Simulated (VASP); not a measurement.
# Al in VASP: further runs

Al is run at these levels: PBEsol; tasks: single point, relaxation of cell and atoms.

All numbers are computed with VASP 6.6.1; they aren't measurements. Logs are shortened: lines on timing, memory, paths and dates and some standing lists are left out, and cuts for length are marked.

### 1 The cell of the first run

The structure is cubic, space group Fm-3m (No. 225). Conventional cell: a = 4.039 Å, b = 4.039 Å, c = 4.039 Å, α = 90.00°, β = 90.00°, γ = 90.00°. Al (site symmetry m-3m) has 12 Al at 2.86 Å within 3.8 Å.

### 2 Single point, PBEsol

The input, INCAR:

```
SYSTEM = Al
  PREC = Accurate
  ENCUT = 520
  EDIFF = 1E-6
  ISMEAR = 0
  SIGMA = 0.1
  LREAL = .FALSE.
  LASPH = .TRUE.
  NELM = 60
  ALGO = Fast
  ISIF = 2
  LWAVE = .FALSE.
  LCHARG = .TRUE.
  GGA = PS
  LELF = .TRUE.
  LVHAR = .TRUE.
  NBANDS = 8
```

The input, KPOINTS:

```
regular mesh
0
G
  8 8 8
  0 0 0
```

The input, POSCAR:

```
Al
1.0
    0.0000000000      2.0194648466      2.0194648466
    2.0194648466      0.0000000000      2.0194648466
    2.0194648466      2.0194648466      0.0000000000
Al
1
Direct
    0.0000000000      0.0000000000      0.0000000000
```

Potentials or basis: VASP PAW PBE potentials, release 64 (Al).

Run with:

```
> cat potpaw_PBE.64/Al/POTCAR > POTCAR
> mpirun -np 1 vasp_std > vasp.out
```

OUTCAR:

```text
SYSTEM = Al
   PREC = Accurate
   ENCUT = 520
   EDIFF = 1E-6
   ISMEAR = 0
   LREAL = .FALSE.
   LASPH = .TRUE.
   NELM = 60
   ISIF = 2
   GGA = PS

 ion  position               nearest neighbor table
   1  0.000  0.000  0.000-

  LATTYP: Found a face centered cubic cell.
 ALAT       =     4.0389296932

  Lattice vectors:

 A1 = (   0.0000000000,   2.0194648466,   2.0194648466)
 A2 = (   2.0194648466,   0.0000000000,   2.0194648466)
 A3 = (   2.0194648466,   2.0194648466,   0.0000000000)

Analysis of symmetry for initial positions (statically):
=====================================================================
 Subroutine PRICEL returns:
 Original cell was already a primitive cell.

 Routine SETGRP: Setting up the symmetry group for a
 face centered cubic supercell.

 Subroutine GETGRP returns: Found 48 space group operations
[... 9 lines left out ...]

 Routine SETGRP: Setting up the symmetry group for a
 face centered cubic supercell.

 Subroutine GETGRP returns: Found 48 space group operations
[... 11 lines left out ...]
                                     Primitive cell

  volume of cell :      16.4717

  direct lattice vectors                    reciprocal lattice vectors
     0.000000000  2.019464847  2.019464847    -0.247590346  0.247590346  0.247590346
     2.019464847  0.000000000  2.019464847     0.247590346 -0.247590346  0.247590346
     2.019464847  2.019464847  0.000000000     0.247590346  0.247590346 -0.247590346

  length of vectors
     2.855954575  2.855954575  2.855954575     0.428839059  0.428839059  0.428839059

  position of ions in fractional coordinates (direct lattice)
     0.000000000  0.000000000  0.000000000

  ion indices of the primitive-cell ions
   primitive index   ion index
                 1           1

----------------------------------------------------------------------------------------

 KPOINTS: regular mesh

Automatic generation of k-mesh.
 Grid dimensions read from file:
 generate k-points for:    8    8    8

 Generating k-lattice:

  Cartesian coordinates                     Fractional coordinates (reciprocal lattice)
    -0.030948793  0.030948793  0.030948793     0.125000000  0.000000000  0.000000000
     0.030948793 -0.030948793  0.030948793     0.000000000  0.125000000  0.000000000
     0.030948793  0.030948793 -0.030948793     0.000000000  0.000000000  0.125000000

  Length of vectors
     0.053604882  0.053604882  0.053604882

  Shift w.r.t. Gamma in fractional coordinates (k-lattice)
     0.000000000  0.000000000  0.000000000

 Subroutine IBZKPT returns following result:
 ===========================================

 Found     29 irreducible k-points:

 Following reciprocal coordinates:
            Coordinates               Weight
  0.000000  0.000000  0.000000      1.000000
  0.125000  0.000000  0.000000      8.000000
  0.250000  0.000000  0.000000      8.000000
  0.375000  0.000000  0.000000      8.000000
  0.500000  0.000000  0.000000      4.000000
  0.125000  0.125000  0.000000      6.000000
[... 16 lines left out ...]
  0.500000  0.250000  0.125000     48.000000
 -0.375000  0.250000  0.125000     24.000000
 [... further k-points ...]
   k-points           NKPTS =     29   k-points in BZ     NKDIM =     29   number of bands    NBANDS=      8
   number of dos      NEDOS =    301   number of ions     NIONS =      1
   total plane-waves  NPLWV =  13824
   dimension x,y,z NGX =    24 NGY =   24 NGZ =   24
   dimension x,y,z NGXF=    48 NGYF=   48 NGZF=   48
   ions per type =               1
   NGX,Y,Z   is equivalent  to a cutoff of  13.97, 13.97, 13.97 a.u.
   NGXF,Y,Z  is equivalent  to a cutoff of  27.94, 27.94, 27.94 a.u.
 SYSTEM =  Al
   PREC   = accura    normal or accurate (medium, high low for compatibility)
   ISTART =      0    job   : 0-new  1-cont  2-samecut
   ICHARG =      2    charge: 1-file 2-atom 10-const
   ISPIN  =      1    spin polarized calculation?
   LNONCOLLINEAR =      F non collinear calculations
   LSORBIT =      F    spin-orbit coupling
   LASPH  =      T    aspherical Exc in radial PAW
   ENCUT  =  520.0 eV  38.22 Ry    6.18 a.u.   5.31  5.31  5.31*2*pi/ulx,y,z
   NELM   =     60;   NELMIN=  2; NELMDL= -5     # of ELM steps
   EDIFF  = 0.1E-05   stopping-criterion for ELM
   LREAL  =      F    real-space projection
   EDIFFG = 0.1E-04   stopping-criterion for IOM
   NSW    =      0    number of steps for IOM
   IBRION =     -1    ionic relax: 0-MD 1-quasi-New 2-CG
   NFREE  =      0    steps in history (QN), initial steepest desc. (CG)
   ISIF   =      2    stress and relaxation
   ISYM   =      2    0-nonsym 1-usesym 2-fastsym
   POTIM  = 0.5000    time-step for ionic-motion
   TEBEG  =    0.0;   TEEND  =   0.0 temperature during run
   PSTRESS=    0.0 pullay stress
   NELECT =       3.0000    total number of electrons
   NUPDOWN=      -1.0000    fix difference up-down
   EMIN   =  10.00;   EMAX   =-10.00  energy-range for DOS
   EFERMI =   0.00;   METHOD = LEGACY
   ISMEAR =     0;   SIGMA  =   0.10  broadening in eV -4-tet -1-fermi 0-gaus
   EFERMI_NEDOS =   21; number of points for ismear=-14 and -15
   IALGO  =     68    algorithm
   IMIX   =      4    mixing-type and parameters
     AMIX     =   0.40;   BMIX     =  1.00
     AMIX_MAG =   1.60;   BMIX_MAG =  1.00
  volume/ion in A,a.u.               =      16.47       111.16
  Fermi-wavevector in a.u.,A,eV,Ry     =   0.927974  1.753616 11.716453  0.861135
  Thomas-Fermi vector in A             =   2.054101
   LORBIT       =      0    0 simple, 1 ext, 2 COOP (PROOUT), +10 PAW based schemes
   GGA     = PS    functional components
   LHFCALC =     F    Hartree Fock is set to
   AEXX    =    0.0000 exact exchange contribution
   IVDW    =     0    specifies the selected vdW correction
   LEPSILON=     F    determine dielectric tensor
   LRPA    =     F    only Hartree local field effects (RPA)
 non-spin polarized calculation
 RMM-DIIS sequential band-by-band and
 Gauss-broadening in eV      SIGMA  =   0.10
  energy-cutoff  :      520.00
  volume of cell :       16.47
 maximum number of plane-waves:       459
 NGX is ok and might be reduce to    24
   NGX = 11   NGY = 11   NGZ = 11

 number of electron       3.0000000 magnetization

 Free energy of the ion-electron system (eV)
  ---------------------------------------------------
  ext. energy  EPLUGINS =         0.00000000
  ---------------------------------------------------
  free energy    TOTEN  =        -4.08631278 eV

  energy without entropy =       -4.08317027  energy(sigma->0) =       -4.08474152

 E-fermi :   8.0240     XC(G=0): -10.2622

 val. band max:        7.6435177275   @ k =  -0.2500   0.3750   0.1250
 cond. band min:       8.1022371036   @ k =   0.5000   0.2500   0.1250
 fundamental gap:      0.4587193761
 Fermi energy:         8.0240224300

 k-point     1 :       0.0000    0.0000    0.0000
  band No.  band energies     occupation
      1      -3.1729      2.00000
      2      20.5743      0.00000
      3      20.5743      0.00000
      4      20.5743      0.00000
      5      22.0781      0.00000
      6      22.0781      0.00000
      7      22.0781      0.00000
      8      24.4680      0.00000

 k-point     2 :       0.1250    0.0000    0.0000
  band No.  band energies     occupation
      1      -2.7482      2.00000
      2      16.2807      0.00000
      3      19.6350      0.00000
      4      19.6350      0.00000
      5      22.6923      0.00000
      6      23.6164      0.00000
      7      23.6164      0.00000
      8      25.6113      0.00000

 k-point     3 :       0.2500    0.0000    0.0000
  band No.  band energies     occupation
      1      -1.4820      2.00000
      2      11.4062      0.00000
      3      18.8705      0.00000
      4      18.8705      0.00000
      5      22.3321      0.00000
      6      22.7144      0.00000
      7      22.7144      0.00000
      8      26.7357      0.00000

 k-point     4 :       0.3750    0.0000    0.0000
  band No.  band energies     occupation
      1       0.6037      2.00000
      2       7.1002      2.00000
      3      18.7796      0.00000
      4      18.7796      0.00000
      5      20.7249      0.00000
      6      20.7249      0.00000
      7      22.4030      0.00000
      8      24.6747      0.00000

 k-point     5 :       0.5000    0.0000    0.0000
  band No.  band energies     occupation
      1       3.3669      2.00000
      2       3.5918      2.00000
      3      19.3830      0.00000
      4      19.3830      0.00000
      5      19.4107      0.00000
      6      19.4107      0.00000
      7      23.0963      0.00000
      8      23.2656      0.00000

 k-point     6 :       0.1250    0.1250    0.0000
  band No.  band energies     occupation
      1      -2.6069      2.00000
      2      17.8763      0.00000
      3      17.8763      0.00000
      4      18.1193      0.00000
      5      20.9266      0.00000
      6      22.5919      0.00000
      7      25.5802      0.00000
      8      25.5802      0.00000

 k-point     7 :       0.2500    0.1250    0.0000
  band No.  band energies     occupation
      1      -1.6221      2.00000
      2      13.2680      0.00000
      3      16.8120      0.00000
      4      18.3273      0.00000
      5      19.5719      0.00000
      6      22.1117      0.00000
      7      26.0209      0.00000
      8      26.1625      0.00000

 k-point     8 :       0.3750    0.1250    0.0000
  band No.  band energies     occupation
      1       0.1888      2.00000
      2       8.8007      0.00000
      3      16.4641      0.00000
      4      17.1811      0.00000
      5      18.1790      0.00000
      6      24.2005      0.00000
      7      25.0204      0.00000
      8      26.2565      0.00000

 k-point     9 :       0.5000    0.1250    0.0000
  band No.  band energies     occupation
      1       2.7914      2.00000
      2       4.9677      2.00000
      3      15.5581      0.00000
      4      16.8368      0.00000
      5      18.6138      0.00000
      6      22.6848      0.00000
      7      25.4909      0.00000
      8      26.6520      0.00000

 k-point    10 :      -0.3750    0.1250    0.0000
  band No.  band energies     occupation
      1       1.8399      2.00000
      2       6.1629      2.00000
      3      14.6777      0.00000
      4      17.9321      0.00000
      5      19.7979      0.00000
      6      21.8395      0.00000
      7      24.6746      0.00000
      8      27.6072      0.00000
[... 78 lines left out ...]
 k-point    18 :       0.3750    0.3750    0.0000
  band No.  band energies     occupation
      1       1.8333      2.00000
      2      10.5505      0.00000
      3      13.7819      0.00000
      4      14.0438      0.00000
      5      14.0438      0.00000
      6      17.5496      0.00000
      7      31.6969      0.00000
      8      33.2572      0.00000

 k-point    19 :       0.5000    0.3750    0.0000
  band No.  band energies     occupation
      1       3.8374      2.00000
      2       8.3352      0.00001
      3      10.1806      0.00000
      4      13.9257      0.00000
      5      15.2869      0.00000
      6      19.4524      0.00000
      7      30.9643      0.00000
      8      33.0508      0.00000

 k-point    20 :      -0.3750    0.3750    0.0000
  band No.  band energies     occupation
      1       6.0837      2.00000
      2       6.6007      2.00000
      3       7.5704      2.00000
      4      14.5322      0.00000
      5      16.1736      0.00000
      6      23.6485      0.00000
      7      29.7416      0.00000
      8      30.1297      0.00000

 k-point    21 :       0.5000    0.5000    0.0000
  band No.  band energies     occupation
      1       5.0464      2.00000
      2       6.3590      2.00000
      3      13.2234      0.00000
      4      13.5636      0.00000
      5      13.5636      0.00000
      6      17.0368      0.00000
      7      33.3253      0.00000
      8      34.8481      0.00000

 k-point    22 :       0.3750    0.2500    0.1250
  band No.  band energies     occupation
      1      -0.3660      2.00000
      2      11.8153      0.00000
      3      13.2251      0.00000
      4      16.7482      0.00000
      5      20.1052      0.00000
      6      21.8941      0.00000
      7      24.9092      0.00000
      8      28.2542      0.00000

 k-point    23 :       0.5000    0.2500    0.1250
  band No.  band energies     occupation
      1       1.7018      2.00000
      2       8.1022      0.26867
      3      12.5441      0.00000
      4      14.6125      0.00000
      5      20.7375      0.00000
      6      22.8286      0.00000
      7      24.9630      0.00000
      8      28.9354      0.00000

 k-point    24 :      -0.3750    0.2500    0.1250
  band No.  band energies     occupation
      1       4.4136      2.00000
      2       4.6850      2.00000
      3      12.9286      0.00000
      4      13.4292      0.00000
      5      21.2694      0.00000
      6      21.6903      0.00000
      7      28.2696      0.00000
      8      28.5655      0.00000

 [... further k-points ...]
[... 5 lines left out ...]
  --------------------------------------------------------------------------------------
  -------------------------------------------------------------------------------------
  Total       -0.1281892     -0.1281892     -0.1281892      0.0000000      0.0000000      0.0000000
  in kB      -12.4687584    -12.4687584    -12.4687584      0.0000000      0.0000000      0.0000000
  external PRESSURE =     -12.4687584 kB  Pullay stress =       0.0000000 kB

 VOLUME and BASIS-vectors are now :
 -----------------------------------------------------------------------------
  energy-cutoff  :      520.00
  volume of cell :       16.47
      direct lattice vectors                 reciprocal lattice vectors
     0.000000000  2.019464847  2.019464847    -0.247590346  0.247590346  0.247590346
     2.019464847  0.000000000  2.019464847     0.247590346 -0.247590346  0.247590346
     2.019464847  2.019464847  0.000000000     0.247590346  0.247590346 -0.247590346

 POSITION                                       TOTAL-FORCE (eV/Angst)
 -----------------------------------------------------------------------------------
      0.00000      0.00000      0.00000         0.000000      0.000000     -0.000000
 -----------------------------------------------------------------------------------
    total drift:                               -0.000000      0.000000     -0.000000

  FREE ENERGIE OF THE ION-ELECTRON SYSTEM (eV)
  ---------------------------------------------------
  free  energy   TOTEN  =        -4.0863127761 eV

  energy  without entropy=       -4.0831702685  energy(sigma->0) =       -4.08474152
```

It took 3.8 s on 1 thread of AMD EPYC 7R13 (Zen 3), shared host; peak memory 0.1 GiB.

What came out:

```yaml
Free_energy: -4.0863 eV
Pressure: -1.2 GPa
```

Caveat: the PAW data sets were made with another functional, which shifts forces and pressure a little.

(Continued in part 2 of 2.)
